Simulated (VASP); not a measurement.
# ZnF2 (P4_2/mnm) in VASP: further runs

Runs on ZnF2. Level: r2SCAN. Tasks: single point, relaxation of shape and atoms at fixed volume.

Program: VASP 6.6.1. These are calculated values, not measurements. Logs are shortened: lines on timing, memory, paths and dates and some standing lists are left out, and cuts for length are marked.

## (1) The cell of the first run

It takes space group P4_2/mnm (No. 136, tetragonal). Conventional cell: a = 4.823 Å, b = 4.823 Å, c = 3.151 Å, α = 90.00°, β = 90.00°, γ = 90.00°. Within 2.7 Å of Zn (site symmetry mmm) lie 6 F at 2.06 to 2.09 Å. Within 2.7 Å of F (site symmetry m2m) lie 3 Zn at 2.06 to 2.09 Å and 1 F at 2.65 Å.

## (2) Single point, r2SCAN (12.22 Å³/atom)

POSCAR reads:

```
ZnF2
1.0
    4.8234774306      0.0000000000      0.0000000000
    0.0000000000      4.8234774306      0.0000000000
    0.0000000000      0.0000000000      3.1512649888
Zn F
2 4
Direct
    0.0000000000      0.0000000000      0.0000000000
    0.5000000000      0.5000000000      0.5000000000
    0.3057059678      0.3057059678      0.0000000000
    0.1942940322      0.8057059678      0.5000000000
    0.6942940322      0.6942940322      0.0000000000
    0.8057059678      0.1942940322      0.5000000000
```

INCAR.step1 reads:

```
SYSTEM = ZnF2
ALGO     = Normal         ! electronic algorithm
EDIFF    = 1E-5           ! SCF threshold, eV
ENCUT    = 660            ! plane-wave cutoff, eV
GGA      = PE             ! functional
GGA_COMPAT= .False.      
ISMEAR   = 0              ! smearing method
LASPH    = .True.         ! aspherical terms in the spheres
LCHARG   = .False.        ! write CHGCAR
LREAL    = .False.        ! projectors in reciprocal space
LWAVE    = .True.         ! write WAVECAR
NBANDS   = 35             ! bands
NELM     = 120            ! most SCF steps
PREC     = Accurate       ! precision mode
SIGMA    = 0.02           ! smearing width, eV
```

INCAR.step2 reads:

```
SYSTEM = ZnF2
ALGO     = Normal         ! electronic algorithm
EDIFF    = 1E-6           ! SCF threshold, eV
ENCUT    = 660            ! plane-wave cutoff, eV
GGA_COMPAT= .False.      
ISIF     = 2              ! what is computed and relaxed
ISMEAR   = 0              ! smearing method
ISTART   = 1            
LASPH    = .True.         ! aspherical terms in the spheres
LCHARG   = .False.        ! write CHGCAR
LMIXTAU  = .True.       
LREAL    = .False.        ! projectors in reciprocal space
LWAVE    = .False.        ! write WAVECAR
METAGGA  = R2SCAN         ! meta-GGA
NBANDS   = 35             ! bands
NELM     = 120            ! most SCF steps
PREC     = Accurate       ! precision mode
SIGMA    = 0.02           ! smearing width, eV
```

KPOINTS reads:

```
k-points
0
Gamma
  6 6 8
  0 0 0
```

Potentials or basis: VASP PAW PBE potentials, release 64 (Zn, F).

Started as:

```sh
cat potpaw_PBE.64/Zn/POTCAR potpaw_PBE.64/F/POTCAR > POTCAR
cp INCAR.step1 INCAR
mpirun -np 1 vasp_std > vasp.out
cp INCAR.step2 INCAR
mpirun -np 1 vasp_std > vasp.out
```

OUTCAR:

```text
SYSTEM = ZnF2
   EDIFF = 1E-6
   ENCUT = 660
   ISIF = 2
   ISMEAR = 0
   ISTART = 1
   LASPH = .True.
   LREAL = .False.
   METAGGA = R2SCAN
   NELM = 120
   PREC = Accurate

 ion  position               nearest neighbor table
   1  0.000  0.000  0.000-   4 2.06   6 2.06   4 2.06   6 2.06   5 2.09   3 2.09
   2  0.500  0.500  0.500-   3 2.06   5 2.06   3 2.06   5 2.06   4 2.09   6 2.09
   3  0.306  0.306  0.000-   2 2.06   2 2.06   1 2.09
   4  0.194  0.806  0.500-   1 2.06   1 2.06   2 2.09
   5  0.694  0.694  0.000-   2 2.06   2 2.06   1 2.09
   6  0.806  0.194  0.500-   1 2.06   1 2.06   2 2.09

  LATTYP: Found a simple tetragonal cell.
 ALAT       =     4.8234774306
 C/A-ratio  =     0.6533180748

  Lattice vectors:

 A1 = (   4.8234774306,   0.0000000000,   0.0000000000)
 A2 = (   0.0000000000,   4.8234774306,   0.0000000000)
 A3 = (   0.0000000000,   0.0000000000,   3.1512649888)

Analysis of symmetry for initial positions (statically):
=====================================================================
 Subroutine PRICEL returns:
 Original cell was already a primitive cell.

 Routine SETGRP: Setting up the symmetry group for a
 simple tetragonal supercell.

 Subroutine GETGRP returns: Found 16 space group operations
 (whereof  8 operations were pure point group operations)
 out of a pool of 16 trial point group operations.

The static configuration has the point symmetry D_2h.
 The point group associated with its full space group is D_4h.

Analysis of symmetry for dynamics (positions and initial velocities):
=====================================================================
 Subroutine PRICEL returns:
 Original cell was already a primitive cell.

 Routine SETGRP: Setting up the symmetry group for a
 simple tetragonal supercell.

 Subroutine GETGRP returns: Found 16 space group operations
 (whereof  8 operations were pure point group operations)
 out of a pool of 16 trial point group operations.

The dynamic configuration has the point symmetry D_2h.
 The point group associated with its full space group is D_4h.

 Subroutine INISYM returns: Found 16 space group operations
 (whereof  8 operations are pure point group operations),
 and found     1 'primitive' translations

----------------------------------------------------------------------------------------

[... 101 lines left out ...]
   LREAL  =      F    real-space projection
   EDIFFG = 0.1E-04   stopping-criterion for IOM
   NSW    =      0    number of steps for IOM
   IBRION =     -1    ionic relax: 0-MD 1-quasi-New 2-CG
   NFREE  =      0    steps in history (QN), initial steepest desc. (CG)
   ISIF   =      2    stress and relaxation
   ISYM   =      2    0-nonsym 1-usesym 2-fastsym
   POTIM  = 0.5000    time-step for ionic-motion
   TEBEG  =    0.0;   TEEND  =   0.0 temperature during run
   PSTRESS=    0.0 pullay stress
   NELECT =      52.0000    total number of electrons
   NUPDOWN=      -1.0000    fix difference up-down
   EMIN   =  10.00;   EMAX   =-10.00  energy-range for DOS
   EFERMI =   0.00;   METHOD = LEGACY
   ISMEAR =     0;   SIGMA  =   0.02  broadening in eV -4-tet -1-fermi 0-gaus
   EFERMI_NEDOS =   21; number of points for ismear=-14 and -15
   IALGO  =     38    algorithm
   IMIX   =      4    mixing-type and parameters
     AMIX     =   0.40;   BMIX     =  1.00
     AMIX_MAG =   1.60;   BMIX_MAG =  1.00
  volume/ion in A,a.u.               =      12.22        82.46
  Fermi-wavevector in a.u.,A,eV,Ry     =   1.459959  2.758923 29.000569  2.131482
  Thomas-Fermi vector in A             =   2.576465
   LORBIT       =      0    0 simple, 1 ext, 2 COOP (PROOUT), +10 PAW based schemes
   METAGGA = R2SCAN    functional components
   LHFCALC =     F    Hartree Fock is set to
   AEXX    =    0.0000 exact exchange contribution
   IVDW    =     0    specifies the selected vdW correction
   LEPSILON=     F    determine dielectric tensor
   LRPA    =     F    only Hartree local field effects (RPA)
 non-spin polarized calculation
 Gauss-broadening in eV      SIGMA  =   0.02
  energy-cutoff  :      660.00
  volume of cell :       73.32
 maximum number of plane-waves:      2860
   NGX = 21   NGY = 21   NGZ = 13

 number of electron      51.9999983 magnetization

 Free energy of the ion-electron system (eV)
  ---------------------------------------------------
  ext. energy  EPLUGINS =         0.00000000
  ---------------------------------------------------
  free energy    TOTEN  =       -45.62558758 eV

  energy without entropy =      -45.62558758  energy(sigma->0) =      -45.62558758

 E-fermi :  -2.0904     XC(G=0): -10.6288

 val. band max:       -2.2803835672   @ k =   0.5000   0.0000   0.5000
 cond. band min:       1.9265686236   @ k =   0.0000   0.0000   0.0000
 fundamental gap:      4.2069521908
 Fermi energy:        -2.0903533612

 k-point     1 :       0.0000    0.0000    0.0000
  band No.  band energies     occupation
      1     -24.8665      2.00000
      2     -24.2211      2.00000
      3     -24.2211      2.00000
      4     -24.2067      2.00000
      5      -7.9660      2.00000
      6      -7.2632      2.00000
[... 901 lines left out ...]
     34      12.7005      0.00000
     35      14.7253      0.00000

 [... further k-points ...]

------------------------ aborting loop because EDIFF is reached ----------------------------------------

  FORCE on cell =-STRESS in cart. coord.  units (eV):
  Direction    XX          YY          ZZ          XY          YZ          ZX
  --------------------------------------------------------------------------------------
  -------------------------------------------------------------------------------------
  Total       -2.5528737     -2.5528737     -2.4087777     -0.0000000      0.0000000      0.0000000
  in kB      -55.7871902    -55.7871902    -52.6383026     -0.0000000      0.0000000      0.0000000
  external PRESSURE =     -54.7375610 kB  Pullay stress =       0.0000000 kB

 VOLUME and BASIS-vectors are now :
 -----------------------------------------------------------------------------
  energy-cutoff  :      660.00
  volume of cell :       73.32
      direct lattice vectors                 reciprocal lattice vectors
     4.823477431  0.000000000  0.000000000     0.207319307  0.000000000  0.000000000
     0.000000000  4.823477431  0.000000000     0.000000000  0.207319307  0.000000000
     0.000000000  0.000000000  3.151264989     0.000000000  0.000000000  0.317332882

 POSITION                                       TOTAL-FORCE (eV/Angst)
 -----------------------------------------------------------------------------------
      0.00000      0.00000      0.00000         0.000000     -0.000000      0.000000
      2.41174      2.41174      1.57563         0.000000     -0.000000      0.000000
      1.47457      1.47457      0.00000        -0.023425     -0.023425     -0.000000
      0.93717      3.88630      1.57563         0.023425     -0.023425     -0.000000
      3.34891      3.34891      0.00000         0.023425      0.023425      0.000000
      3.88630      0.93717      1.57563        -0.023425      0.023425      0.000000
 -----------------------------------------------------------------------------------
    total drift:                                0.000000      0.000000      0.000000

  FREE ENERGIE OF THE ION-ELECTRON SYSTEM (eV)
  ---------------------------------------------------
  free  energy   TOTEN  =       -45.6255875799 eV

  energy  without entropy=      -45.6255875799  energy(sigma->0) =      -45.62558758
```

It took 14 min on 1 thread of Oxide Virtual Turin-like, shared host; peak memory 0.27 GiB.

What came out:

- Free energy: -45.6256 eV
- Pressure: -5.5 GPa
- Largest force: 0.033 eV/Å
- Band gap on the k mesh: 4.21 eV (least direct gap 4.23 eV)

Forces on the atoms (eV/Å):
```
Zn   0.000  0.000  0.000
Zn   0.000  0.000  0.000
F   -0.023 -0.023  0.000
F    0.023 -0.023  0.000
F    0.023  0.023  0.000
F   -0.023  0.023  0.000
```

Levels at points of the mesh, in eV from the valence-band top:
```tsv
k point	band 23	band 24	band 25	band 26	band 27	band 28	band 29	band 30
(0.00, 0.00, 0.00)	-0.99	-0.19	-0.19	-0.02	4.21	9.92	10.48	10.48
(0.50, 0.00, 0.00)	-0.58	-0.58	-0.25	-0.25	6.70	6.70	11.34	11.34
(0.50, 0.50, 0.00)	-1.11	-1.11	-0.21	-0.21	7.58	7.58	9.85	9.85
(0.00, 0.00, 0.50)	-1.20	-1.20	-1.01	-1.01	8.96	8.96	12.62	12.62
(0.50, 0.00, 0.50)	-1.18	-1.18	0.00	0.00	9.43	9.43	11.10	11.10
(0.50, 0.50, 0.50)	-1.01	-1.01	-0.78	-0.78	8.85	8.85	12.18	12.18
```

Caveat: the cell stands under tension; the PAW data sets were made with another functional, which shifts forces and pressure a little.

## (3) Single point, r2SCAN (12.68 Å³/atom)

This run uses another cell than the first one, of 12.68 Å³/atom.

POSCAR reads:

```
ZnF2
1.0
    4.9131295949      0.0000000000      0.0000000000
    0.0000000000      4.9131295949      0.0000000000
    0.0000000000      0.0000000000      3.1519245015
Zn F
2 4
Direct
    0.0000000000      0.0000000000      0.0000000000
    0.5000000000      0.5000000000      0.5000000000
    0.3082876772      0.3082876772      0.0000000000
    0.1917123228      0.8082876772      0.5000000000
    0.6917123228      0.6917123228      0.0000000000
    0.8082876772      0.1917123228      0.5000000000
```

INCAR.step1 reads:

```
SYSTEM = ZnF2
ALGO = Normal
EDIFF = 1E-5
ENCUT = 660
GGA = PE
GGA_COMPAT = .False.
ISMEAR = 0
LASPH = .True.
LCHARG = .False.
LREAL = .False.
LWAVE = .True.
NBANDS = 35
NELM = 120
PREC = Accurate
SIGMA = 0.02
```

INCAR.step2 reads:

```
SYSTEM = ZnF2
ALGO = Normal
EDIFF = 1E-6
ENCUT = 660
GGA_COMPAT = .False.
ISIF = 2
ISMEAR = 0
ISTART = 1
LASPH = .True.
LCHARG = .True.
LELF = .True.
LMIXTAU = .True.
LREAL = .False.
LVHAR = .True.
LWAVE = .False.
METAGGA = R2SCAN
NBANDS = 35
NELM = 120
PREC = Accurate
SIGMA = 0.02
```

KPOINTS is that of step 2.

Potentials or basis: VASP PAW PBE potentials, release 64 (Zn, F).

Started as:

```sh
cat potpaw_PBE.64/Zn/POTCAR potpaw_PBE.64/F/POTCAR > POTCAR
cp INCAR.step1 INCAR
mpirun -np 1 vasp_std > vasp.out
cp INCAR.step2 INCAR
mpirun -np 1 vasp_std > vasp.out
```

Wall time 19 min (1 thread of Oxide Virtual Turin-like, shared host); peak memory 0.28 GiB.

The run converged. Its results:

```yaml
Free_energy: -45.5106 eV
Pressure: -8.1 GPa
Largest_force: 0.030 eV/Å
Band_gap_on_the_k_mesh: 4.18 eV (least direct gap 4.28 eV)
```

Forces in eV/Å, atoms in the order of the input:
```
Zn   0.000  0.000  0.000
Zn   0.000  0.000  0.000
F   -0.021 -0.021  0.000
F    0.021 -0.021  0.000
F    0.021  0.021  0.000
F   -0.021  0.021  0.000
```

Stress tensor (GPa, compression positive):
```
-8.20  0.00  0.00
 0.00 -8.20  0.00
 0.00  0.00 -7.77
```

Levels at points of the mesh, in eV from the valence-band top:
```csv
k point,band 23,band 24,band 25,band 26,band 27,band 28,band 29,band 30
"(0.00, 0.00, 0.00)",-0.83,-0.11,-0.10,-0.10,4.18,9.65,10.46,10.46
"(0.50, 0.00, 0.00)",-0.58,-0.58,-0.15,-0.15,6.57,6.57,11.30,11.30
"(0.50, 0.50, 0.00)",-1.00,-1.00,-0.11,-0.11,7.38,7.38,9.77,9.77
"(0.00, 0.00, 0.50)",-1.07,-1.07,-0.87,-0.87,8.85,8.85,12.47,12.47
"(0.50, 0.00, 0.50)",-1.07,-1.07,0.00,0.00,9.26,9.26,11.02,11.02
"(0.50, 0.50, 0.50)",-0.87,-0.87,-0.85,-0.85,8.73,8.73,12.05,12.05
```

Caveat: the cell stands under tension; the PAW data sets were made with another functional, which shifts forces and pressure a little.

## (4) Relaxation of shape and atoms at fixed volume, r2SCAN (11.87 Å³/atom)

This run uses another cell than the first one, of 11.87 Å³/atom.

POSCAR reads:

```
ZnF2
1.0
    4.7486271354      0.0000000000      0.0000000000
    0.0000000000      4.7486271354      0.0000000000
    0.0000000000      0.0000000000      3.1593711319
Zn F
2 4
Direct
    0.0000000000      0.0000000000      0.0000000000
    0.5000000000      0.5000000000      0.5000000000
    0.3032248209      0.3032248209      0.0000000000
    0.1967751791      0.8032248209      0.5000000000
    0.6967751791      0.6967751791      0.0000000000
    0.8032248209      0.1967751791      0.5000000000
```

INCAR.step1 reads:

```
ALGO = Normal
EDIFF = 1E-5
EDIFFG = -0.005
ENCUT = 660
GGA = PE
GGA_COMPAT = F
IBRION = 2
ISIF = 3
ISMEAR = 0
LASPH = T
LCHARG = F
LREAL = F
LWAVE = T
NELM = 120
NELMIN = 4
NSW = 100
PREC = Accurate
SIGMA = 0.02
```

INCAR.step2 reads:

```
ALGO = Normal
EDIFF = 1E-7
EDIFFG = -0.01
ENCUT = 660
GGA_COMPAT = F
IBRION = 2
ISIF = 4
ISMEAR = 0
ISTART = 1
LASPH = T
LCHARG = F
LMIXTAU = T
LREAL = F
LWAVE = F
METAGGA = R2SCAN
NELM = 120
NELMIN = 4
NSW = 50
PREC = Accurate
SIGMA = 0.02
```

KPOINTS reads:

```
k-points
0
Gamma
  6 6 8
```

Started as:

```sh
cat potpaw_PBE.64/Zn/POTCAR potpaw_PBE.64/F/POTCAR > POTCAR
cp INCAR.step1 INCAR
mpirun -np 1 vasp_std > vasp.out
cp INCAR.step2 INCAR
mpirun -np 1 vasp_std > vasp.out
```

Run time: 52 min. Hardware: 1 thread of Oxide Virtual Turin-like, shared host; peak memory 0.27 GiB.

The run converged. Its results:

```yaml
Free_energy: -45.6758 eV
Energy_gained_by_relaxing: 0.1 meV/atom
Ionic_steps: 4
Pressure_after_relaxing: -2.9 GPa
Largest_force_after_relaxing: 0.004 eV/Å
Band_gap_on_the_k_mesh: 4.20 eV
```

Forces in eV/Å, atoms in the order of the input:
```
Zn   0.000  0.000  0.000
Zn   0.000  0.000  0.000
F   -0.003 -0.003  0.000
F    0.003 -0.003  0.000
F    0.003  0.003  0.000
F   -0.003  0.003  0.000
```

Step by step:
```csv
step,energy change (eV),largest force (eV/Å),pressure (GPa),volume (Å³)
1,0.0000,0.0299,-3.11,71.24
2,-0.0005,0.0179,-3.04,71.24
3,-0.0007,0.0106,-3.01,71.24
4,-0.0009,0.0040,-2.94,71.24
```

Final structure:
```xyz
6
Lattice="4.7584 0.0000 0.0000 0.0000 4.7584 0.0000 0.0000 0.0000 3.1465" Properties=species:S:1:pos:R:3 pbc="T T T"
Zn    4.7584    4.7584    0.0000
Zn    2.3792    2.3792    1.5732
F     1.4458    1.4458    0.0000
F     0.9334    3.8250    1.5732
F     3.3126    3.3126    3.1465
F     3.8250    0.9334    1.5732
```

Levels at points of the mesh, in eV from the valence-band top:
| k point | band 22 | band 23 | band 24 | band 25 | band 26 | band 27 | band 28 | band 29 | band 30 | band 31 |
| --- | --- | --- | --- | --- | --- | --- | --- | --- | --- | --- |
| (0.00, 0.00, 0.00) | -1.51 | -1.16 | -0.30 | -0.30 | 0.00 | 4.20 | 10.08 | 10.44 | 10.44 | 14.07 |
| (0.50, 0.00, 0.00) | -1.56 | -0.62 | -0.62 | -0.38 | -0.38 | 6.77 | 6.77 | 11.34 | 11.34 | 13.73 |
| (0.50, 0.50, 0.00) | -1.49 | -1.24 | -1.24 | -0.32 | -0.32 | 7.71 | 7.71 | 9.86 | 9.86 | 15.39 |
| (0.00, 0.00, 0.50) | -1.34 | -1.25 | -1.25 | -1.16 | -1.16 | 9.01 | 9.01 | 12.70 | 12.70 | 14.02 |
| (0.50, 0.00, 0.50) | -1.76 | -1.30 | -1.30 | -0.04 | -0.04 | 9.54 | 9.54 | 11.12 | 11.12 | 14.82 |
| (0.50, 0.50, 0.50) | -1.45 | -1.15 | -1.15 | -0.78 | -0.78 | 8.91 | 8.91 | 12.22 | 12.22 | 13.11 |

Caveat: the PAW data sets were made with another functional, which shifts forces and pressure a little. A k mesh can miss the band edges.

## (5) Overview

```csv
task,cell,gap on the mesh (eV),pressure (GPa),largest force (eV/Å)
single point,"a = 4.823, b = 4.823, c = 3.151 Å, 6 atoms, atomic positions A",4.21,-5.5,0.03
single point,"a = 4.913, b = 4.913, c = 3.152 Å, 6 atoms, atomic positions B",4.18,-8.1,0.03
relaxation of shape and atoms at fixed volume,"relaxed from a = 4.749, b = 4.749, c = 3.159 Å, 6 atoms, atomic positions C",4.20,-2.9,-
```

Alike in all rows: level r2SCAN; potentials or basis VASP PAW PBE potentials, release 64 (Zn, F); no spin polarisation; k mesh 6 × 6 × 8; cutoff (eV) 660; smearing gaussian 0.02 eV.

Caveats: the PAW data sets were made with another functional, which shifts forces and pressure a little; the cell stands under tension (at least some runs).

Absolute energies hang on the potentials; compare differences alone.
